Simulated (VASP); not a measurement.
ScAl3: single point with LDA

ScAl3:

```xyz
4
Lattice="4.0320 0.0000 0.0000 0.0000 4.0320 0.0000 0.0000 0.0000 4.0320" Properties=species:S:1:pos:R:3 pbc="T T T"
Al    0.0000    2.0160    2.0160
Al    2.0160    0.0000    2.0160
Al    2.0160    2.0160    0.0000
Sc    0.0000    0.0000    0.0000
```

| Quantity | Value |
| --- | --- |
| Program | VASP 6.6.1 |
| Task | single point |
| Functional | LDA |
| Potentials or basis | VASP PAW LDA potentials, release 64 (Al, Sc_sv) |
| Cutoff | 520 eV |
| k mesh | 14 × 14 × 14 |
| Occupations | gaussian, width 0.1 eV |
| Spin | no spin polarisation |
| Dipole correction | no |
| Further INCAR settings | ALGO = Fast; EDIFF = 1e-06; NBANDS = 18 |

The pressure is 0.2 GPa. The band gap on the k mesh is zero (band 10 reaches 8.47 eV, above the bottom of band 11 at 4.50 eV).

Levels at points of the mesh, in eV from the Fermi level:
```tsv
k point	band 8	band 9	band 10	band 11	band 12	band 13
(0.00, 0.00, 0.00)	-1.81	-1.81	-1.81	1.28	1.28	1.28
(0.50, 0.00, 0.00)	-1.79	-1.57	1.01	1.08	1.08	1.40
(0.50, 0.50, 0.00)	-4.43	-0.59	-0.59	1.22	1.39	2.10
(0.50, 0.50, 0.50)	-4.59	-2.94	-2.94	-2.94	1.05	2.63
```

It took 4.7 min on 1 thread of AMD EPYC 7R13, with other jobs on the host, peak memory 0.21 GiB.
